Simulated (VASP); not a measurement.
# HfN in VASP: further runs, part 2 of 2

VASP 6.6.1. Earlier steps stand in the parts before.

## 3. Single point, LDA (strain +0.080 along x and y, +0.080 along z)

INCAR reads:

```
PREC = Accurate ; ENCUT = 520
EDIFF = 1E-7 ; ISMEAR = 0
SIGMA = 0.15 ; LREAL = False
LASPH = True ; NELM = 60
ALGO = Normal ; ISIF = 2
LWAVE = False ; LCHARG = False
GGA = CA ; NBANDS = 14
```

KPOINTS reads:

```
Automatic mesh
0
Gamma
  18 18 18
```

POSCAR reads:

```
HfN
1.0
    0.0000000000      2.4397200000      2.4397200000
    2.4397200000      0.0000000000      2.4397200000
    2.4397200000      2.4397200000      0.0000000000
Hf N
1 1
Direct
    0.0000000000      0.0000000000      0.0000000000
    0.5000000000      0.5000000000      0.5000000000
```

Potentials or basis: VASP PAW LDA potentials, release 64 (Hf_pv, N).

Command:

```bash
$ cat potpaw_LDA.64/Hf_pv/POTCAR potpaw_LDA.64/N/POTCAR > POTCAR
$ mpirun -np 1 vasp_std > vasp.out
```

OUTCAR:

```text
PREC = Accurate
   ENCUT = 520
   EDIFF = 1E-7
   ISMEAR = 0
   LREAL = False
   LASPH = True
   NELM = 60
   ISIF = 2
   GGA = CA

 ion  position               nearest neighbor table
   1  0.000  0.000  0.000-   2 2.44   2 2.44   2 2.44   2 2.44   2 2.44   2 2.44
   2  0.500  0.500  0.500-   1 2.44   1 2.44   1 2.44   1 2.44   1 2.44   1 2.44

  LATTYP: Found a face centered cubic cell.
 ALAT       =     4.8794400000

  Lattice vectors:

 A1 = (   0.0000000000,   2.4397200000,   2.4397200000)
 A2 = (   2.4397200000,   0.0000000000,   2.4397200000)
 A3 = (   2.4397200000,   2.4397200000,   0.0000000000)

Analysis of symmetry for initial positions (statically):
=====================================================================
 Subroutine PRICEL returns:
 Original cell was already a primitive cell.

 Routine SETGRP: Setting up the symmetry group for a
 face centered cubic supercell.

 Subroutine GETGRP returns: Found 48 space group operations
 (whereof 48 operations were pure point group operations)
 out of a pool of 48 trial point group operations.

The static configuration has the point symmetry O_h .

Analysis of symmetry for dynamics (positions and initial velocities):
=====================================================================
 Subroutine PRICEL returns:
 Original cell was already a primitive cell.

 Routine SETGRP: Setting up the symmetry group for a
 face centered cubic supercell.

 Subroutine GETGRP returns: Found 48 space group operations
 (whereof 48 operations were pure point group operations)
 out of a pool of 48 trial point group operations.

The dynamic configuration has the point symmetry O_h .

 Subroutine INISYM returns: Found 48 space group operations
 (whereof 48 operations are pure point group operations),
 and found     1 'primitive' translations

----------------------------------------------------------------------------------------

                                     Primitive cell

  volume of cell :      29.0436

  direct lattice vectors                    reciprocal lattice vectors
     0.000000000  2.439720000  2.439720000    -0.204941551  0.204941551  0.204941551
     2.439720000  0.000000000  2.439720000     0.204941551 -0.204941551  0.204941551
     2.439720000  2.439720000  0.000000000     0.204941551  0.204941551 -0.204941551

  length of vectors
     3.450285112  3.450285112  3.450285112     0.354969178  0.354969178  0.354969178

  position of ions in fractional coordinates (direct lattice)
     0.000000000  0.000000000  0.000000000
     0.500000000  0.500000000  0.500000000

  ion indices of the primitive-cell ions
   primitive index   ion index
                 1           1
                 2           2

----------------------------------------------------------------------------------------

 KPOINTS: Automatic mesh

Automatic generation of k-mesh.
 Grid dimensions read from file:
 generate k-points for:   18   18   18

 Generating k-lattice:

  Cartesian coordinates                     Fractional coordinates (reciprocal lattice)
    -0.011385642  0.011385642  0.011385642     0.055555556  0.000000000  0.000000000
     0.011385642 -0.011385642  0.011385642     0.000000000  0.055555556  0.000000000
     0.011385642  0.011385642 -0.011385642     0.000000000  0.000000000  0.055555556

  Length of vectors
     0.019720510  0.019720510  0.019720510

  Shift w.r.t. Gamma in fractional coordinates (k-lattice)
     0.000000000  0.000000000  0.000000000

 Subroutine IBZKPT returns following result:
 ===========================================

 Found    195 irreducible k-points:

 Following reciprocal coordinates:
            Coordinates               Weight
  0.000000  0.000000  0.000000      1.000000
  0.055556  0.000000  0.000000      8.000000
  0.111111  0.000000  0.000000      8.000000
  0.166667  0.000000  0.000000      8.000000
  0.222222  0.000000  0.000000      8.000000
  0.277778  0.000000  0.000000      8.000000
[... 16 lines left out ...]
 -0.277778  0.055556  0.000000     24.000000
 -0.222222  0.055556  0.000000     24.000000
 [... further k-points ...]
   k-points           NKPTS =    195   k-points in BZ     NKDIM =    195   number of bands    NBANDS=     14
   number of dos      NEDOS =    301   number of ions     NIONS =      2
   total plane-waves  NPLWV =  21952
   dimension x,y,z NGX =    28 NGY =   28 NGZ =   28
   dimension x,y,z NGXF=    56 NGYF=   56 NGZF=   56
   ions per type =               1   1
   NGX,Y,Z   is equivalent  to a cutoff of  13.49, 13.49, 13.49 a.u.
   NGXF,Y,Z  is equivalent  to a cutoff of  26.98, 26.98, 26.98 a.u.
 SYSTEM =  unknown system
   PREC   = accura    normal or accurate (medium, high low for compatibility)
   ISTART =      0    job   : 0-new  1-cont  2-samecut
   ICHARG =      2    charge: 1-file 2-atom 10-const
   ISPIN  =      1    spin polarized calculation?
   LNONCOLLINEAR =      F non collinear calculations
   LSORBIT =      F    spin-orbit coupling
   LASPH  =      T    aspherical Exc in radial PAW
   ENCUT  =  520.0 eV  38.22 Ry    6.18 a.u.   6.42  6.42  6.42*2*pi/ulx,y,z
   NELM   =     60;   NELMIN=  2; NELMDL= -5     # of ELM steps
   EDIFF  = 0.1E-06   stopping-criterion for ELM
   LREAL  =      F    real-space projection
   EDIFFG = 0.1E-05   stopping-criterion for IOM
   NSW    =      0    number of steps for IOM
   IBRION =     -1    ionic relax: 0-MD 1-quasi-New 2-CG
   NFREE  =      0    steps in history (QN), initial steepest desc. (CG)
   ISIF   =      2    stress and relaxation
   ISYM   =      2    0-nonsym 1-usesym 2-fastsym
   POTIM  = 0.5000    time-step for ionic-motion
   TEBEG  =    0.0;   TEEND  =   0.0 temperature during run
   PSTRESS=    0.0 pullay stress
   NELECT =      15.0000    total number of electrons
   NUPDOWN=      -1.0000    fix difference up-down
   EMIN   =  10.00;   EMAX   =-10.00  energy-range for DOS
   EFERMI =   0.00;   METHOD = LEGACY
   ISMEAR =     0;   SIGMA  =   0.15  broadening in eV -4-tet -1-fermi 0-gaus
   EFERMI_NEDOS =   21; number of points for ismear=-14 and -15
   IALGO  =     38    algorithm
   IMIX   =      4    mixing-type and parameters
     AMIX     =   0.40;   BMIX     =  1.00
     AMIX_MAG =   1.60;   BMIX_MAG =  1.00
  volume/ion in A,a.u.               =      14.52        98.00
  Fermi-wavevector in a.u.,A,eV,Ry     =   1.313475  2.482109 23.473010  1.725218
  Thomas-Fermi vector in A             =   2.443796
   LORBIT       =      0    0 simple, 1 ext, 2 COOP (PROOUT), +10 PAW based schemes
   GGA     = CA    functional components
   LHFCALC =     F    Hartree Fock is set to
   AEXX    =    0.0000 exact exchange contribution
   IVDW    =     0    specifies the selected vdW correction
   LEPSILON=     F    determine dielectric tensor
   LRPA    =     F    only Hartree local field effects (RPA)
 non-spin polarized calculation
 Gauss-broadening in eV      SIGMA  =   0.15
  energy-cutoff  :      520.00
  volume of cell :       29.04
 maximum number of plane-waves:       801
 NGX is ok and might be reduce to    28
   NGX = 13   NGY = 13   NGZ = 13

 number of electron      15.0000001 magnetization

 Free energy of the ion-electron system (eV)
  ---------------------------------------------------
  ext. energy  EPLUGINS =         0.00000000
  ---------------------------------------------------
  free energy    TOTEN  =       -22.62770252 eV

  energy without entropy =      -22.61788715  energy(sigma->0) =      -22.62279483

 E-fermi :   6.1614     XC(G=0): -11.8308

 val. band max:        6.1588070420   @ k =   0.4444   0.2222   0.1111
 cond. band min:       6.1625347687   @ k =  -0.1667   0.1667   0.0556
 fundamental gap:      0.0037277267
 Fermi energy:         6.1613686711

 k-point     1 :       0.0000    0.0000    0.0000
  band No.  band energies     occupation
      1     -25.5785      2.00000
      2     -25.5785      2.00000
      3     -25.5785      2.00000
      4      -9.6725      2.00000
      5       3.5693      2.00000
      6       3.5693      2.00000
      7       3.5693      2.00000
      8       5.8984      1.98683
      9       5.8984      1.98683
     10       5.8984      1.98683
     11       6.2704      0.30376
     12       7.5789      0.00000
     13       7.5789      0.00000
     14      15.3511      0.00000
[... 375 lines left out ...]
 k-point    24 :      -0.2222    0.0556    0.0000
  band No.  band energies     occupation
      1     -25.7713      2.00000
      2     -25.6119      2.00000
      3     -25.5938      2.00000
      4      -8.9122      2.00000
      5       0.6531      2.00000
      6       1.9770      2.00000
      7       2.2255      2.00000
      8       6.4129      0.01772
      9       6.8744      0.00000
     10       7.4736      0.00000
     11       8.7025      0.00000
     12       9.8747      0.00000
     13      10.3629      0.00000
     14      16.5452      0.00000

 [... further k-points ...]
[... 5 lines left out ...]
  --------------------------------------------------------------------------------------
  -------------------------------------------------------------------------------------
  Total       -8.3463200     -8.3463200     -8.3463200      0.0000000     -0.0000000      0.0000000
  in kB     -460.4215650   -460.4215650   -460.4215650      0.0000000     -0.0000000      0.0000000
  external PRESSURE =    -460.4215650 kB  Pullay stress =       0.0000000 kB

 VOLUME and BASIS-vectors are now :
 -----------------------------------------------------------------------------
  energy-cutoff  :      520.00
  volume of cell :       29.04
      direct lattice vectors                 reciprocal lattice vectors
     0.000000000  2.439720000  2.439720000    -0.204941551  0.204941551  0.204941551
     2.439720000  0.000000000  2.439720000     0.204941551 -0.204941551  0.204941551
     2.439720000  2.439720000  0.000000000     0.204941551  0.204941551 -0.204941551

 POSITION                                       TOTAL-FORCE (eV/Angst)
 -----------------------------------------------------------------------------------
      0.00000      0.00000      0.00000        -0.000000      0.000000      0.000000
      2.43972      2.43972      2.43972         0.000000     -0.000000     -0.000000
 -----------------------------------------------------------------------------------
    total drift:                                0.000000      0.000000      0.000000

  FREE ENERGIE OF THE ION-ELECTRON SYSTEM (eV)
  ---------------------------------------------------
  free  energy   TOTEN  =       -22.6277025185 eV

  energy  without entropy=      -22.6178871484  energy(sigma->0) =      -22.62279483
```

Run time: 97 s. Hardware: 1 thread of Intel Xeon Platinum 8375C at 2.90GHz (Ice Lake), shared host; peak memory 0.21 GiB.

What came out:

```yaml
Free_energy: -22.6277 eV
Pressure: -46.0 GPa
```

Caveat: the cell differs from its parent crystal (strain +0.080 along x and y, +0.080 along z); spin-orbit coupling is left out, which moves the levels of the heavy elements.

## 4. Single point, LDA (strain -0.040 along x and y, +0.000 along z)

INCAR reads:

```
ALGO = Normal
EDIFF = 1E-6
ENCUT = 520
ISIF = 2
ISMEAR = 0
LASPH = T
LCHARG = F
LREAL = F
LWAVE = F
NBANDS = 14
NELM = 100
PREC = Accurate
SIGMA = 0.15
```

KPOINTS reads:

```
k-points
0
Gamma
  18 18 18
```

POSCAR reads:

```
HfN
1.0
    0.0000000000      2.1686400000      2.2590000000
    2.1686400000      0.0000000000      2.2590000000
    2.1686400000      2.1686400000      0.0000000000
Hf N
1 1
Direct
    0.0000000000      0.0000000000      0.0000000000
    0.5000000000      0.5000000000      0.5000000000
```

Potentials or basis: VASP PAW LDA potentials, release 64 (Hf_pv, N).

Command:

```bash
$ cat potpaw_LDA.64/Hf_pv/POTCAR potpaw_LDA.64/N/POTCAR > POTCAR
$ mpirun -np 1 vasp_std > vasp.out
```

OUTCAR:

```text
EDIFF = 1E-6
   ENCUT = 520
   ISIF = 2
   ISMEAR = 0
   LASPH = T
   LREAL = F
   NELM = 100
   PREC = Accurate

 ion  position               nearest neighbor table
   1  0.000  0.000  0.000-   2 2.17   2 2.17   2 2.17   2 2.17   2 2.26   2 2.26
   2  0.500  0.500  0.500-   1 2.17   1 2.17   1 2.17   1 2.17   1 2.26   1 2.26

  LATTYP: Found a body centered tetragonal cell.
 ALAT       =     3.0669200999
 C/A-ratio  =     1.4731391275

  Lattice vectors:

 A1 = (  -2.1686400000,   0.0000000000,   2.2590000000)
 A2 = (   2.1686400000,   0.0000000000,   2.2590000000)
 A3 = (   0.0000000000,   2.1686400000,  -2.2590000000)

Analysis of symmetry for initial positions (statically):
=====================================================================
 Subroutine PRICEL returns:
 Original cell was already a primitive cell.

 Routine SETGRP: Setting up the symmetry group for a
 body centered tetragonal supercell.

 Subroutine GETGRP returns: Found 16 space group operations
 (whereof 16 operations were pure point group operations)
 out of a pool of 16 trial point group operations.

The static configuration has the point symmetry D_4h.

[... 168 lines left out ...]
  band No.  band energies     occupation
      1     -21.6756      2.00000
      2     -21.6428      2.00000
      3     -21.6428      2.00000
      4      -8.7618      2.00000
      5       5.7492      2.00000
      6       6.0043      2.00000
      7       6.0043      2.00000
      8       8.1854      2.00000
      9       8.6924      1.98915
     10       8.6924      1.98915
     11      10.2846      0.00000
     12      11.4038      0.00000
     13      12.2593      0.00000
     14      18.8157      0.00000
[... 377 lines left out ...]
      1     -22.3406      2.00000
      2     -21.7795      2.00000
      3     -21.6591      2.00000
      4      -7.2532      2.00000
      5       2.3734      2.00000
      6       3.5546      2.00000
      7       3.8163      2.00000
      8       9.5171      0.00000
      9      10.0734      0.00000
     10      10.8752      0.00000
     11      12.6565      0.00000
     12      15.5378      0.00000
     13      15.7904      0.00000
     14      20.6949      0.00000

 [... further k-points ...]
[... 5 lines left out ...]
  --------------------------------------------------------------------------------------
  -------------------------------------------------------------------------------------
  Total        3.3573511      3.3573511     -0.2123933      0.0000000     -0.0000000      0.0000000
  in kB      253.1548141    253.1548141    -16.0151236      0.0000000     -0.0000000      0.0000000
  external PRESSURE =     163.4315015 kB  Pullay stress =       0.0000000 kB

 VOLUME and BASIS-vectors are now :
 -----------------------------------------------------------------------------
  energy-cutoff  :      520.00
  volume of cell :       21.25
      direct lattice vectors                 reciprocal lattice vectors
     0.000000000  2.168640000  2.259000000    -0.230559245  0.230559245  0.221336875
     2.168640000  0.000000000  2.259000000     0.230559245 -0.230559245  0.221336875
     2.168640000  2.168640000  0.000000000     0.230559245  0.230559245 -0.221336875

 POSITION                                       TOTAL-FORCE (eV/Angst)
 -----------------------------------------------------------------------------------
      0.00000      0.00000      0.00000        -0.000000      0.000000      0.000000
      2.16864      2.16864      2.25900         0.000000      0.000000     -0.000000
 -----------------------------------------------------------------------------------
    total drift:                                0.000000     -0.000000     -0.000000

  FREE ENERGIE OF THE ION-ELECTRON SYSTEM (eV)
  ---------------------------------------------------
  free  energy   TOTEN  =       -23.7792419340 eV

  energy  without entropy=      -23.7731671096  energy(sigma->0) =      -23.77620452
```

OSZICAR:

```text
N       E                     dE             d eps       ncg     rms          rms(c)
DAV:   1     0.350578919446E+02    0.35058E+02   -0.78394E+03 13488   0.102E+03
DAV:   2    -0.250976588426E+02   -0.60156E+02   -0.56167E+02 17056   0.229E+02
DAV:   3    -0.267901673910E+02   -0.16925E+01   -0.16839E+01 16100   0.307E+01
DAV:   4    -0.267952315687E+02   -0.50642E-02   -0.50631E-02 16110   0.202E+00
DAV:   5    -0.267952587226E+02   -0.27154E-04   -0.27154E-04 15848   0.125E-01    0.597E+01
DAV:   6    -0.238972250766E+02    0.28980E+01   -0.82125E+00 14772   0.226E+01    0.497E+01
DAV:   7    -0.238094029735E+02    0.87822E-01   -0.45934E-01 17190   0.509E+00    0.287E+01
DAV:   8    -0.237831610182E+02    0.26242E-01   -0.89592E-02 17364   0.238E+00    0.458E+00
DAV:   9    -0.237795558351E+02    0.36052E-02   -0.14317E-02 15012   0.871E-01    0.186E+00
DAV:  10    -0.237792718651E+02    0.28397E-03   -0.14147E-03 16914   0.329E-01    0.328E-01
DAV:  11    -0.237792419272E+02    0.29938E-04   -0.99065E-05 15446   0.931E-02    0.192E-02
DAV:  12    -0.237792419340E+02   -0.67344E-08   -0.57387E-06 16626   0.202E-02
   1 F= -.23779242E+02 E0= -.23776205E+02  d E =-.607482E-02
```

stdout:

```text
POSCAR found type information on POSCAR HfN
 POSCAR found :  2 types and       2 ions
 scaLAPACK will be used
 LDA part: xc-table for (Slater(with rela. corr.)+CA(PZ))
 , standard interpolation
 POSCAR, INCAR and KPOINTS ok, starting setup
 FFT: planning ... GRIDC
 FFT: planning ... GRID_SOFT
 FFT: planning ... GRID
 WAVECAR not read
 entering main loop
```

Run time: 73 s. Hardware: 1 thread of Intel Xeon Platinum 8375C at 2.90GHz (Ice Lake), shared host; peak memory 0.25 GiB.

What came out:

```
Free energy : -23.7792 eV
Pressure    : 16.3 GPa
```

Caveat: the cell differs from its parent crystal (strain -0.040 along x and y, +0.000 along z); spin-orbit coupling is left out, which moves the levels of the heavy elements.

## 5. The runs side by side

```tsv
cell	gap on the mesh (eV)	pressure (GPa)
a = 2.939 Å, angles 60.0°, 2 atoms	none	103.7
a = 3.450 Å, angles 60.0°, 2 atoms	none	-46.0
a = 3.131, b = 3.131, c = 3.067 Å, angles 60.7, 60.7, 58.6°, 2 atoms	none	16.3
```

Alike in all rows: task single point; level LDA; potentials or basis VASP PAW LDA potentials, release 64 (Hf_pv, N); no spin polarisation; k mesh 18 × 18 × 18; cutoff (eV) 520; smearing gaussian 0.15 eV.

Caveats: spin-orbit coupling is left out, which moves the levels of the heavy elements.

Total energies depend on the potentials used, so only differences within one code and one set of settings carry meaning.
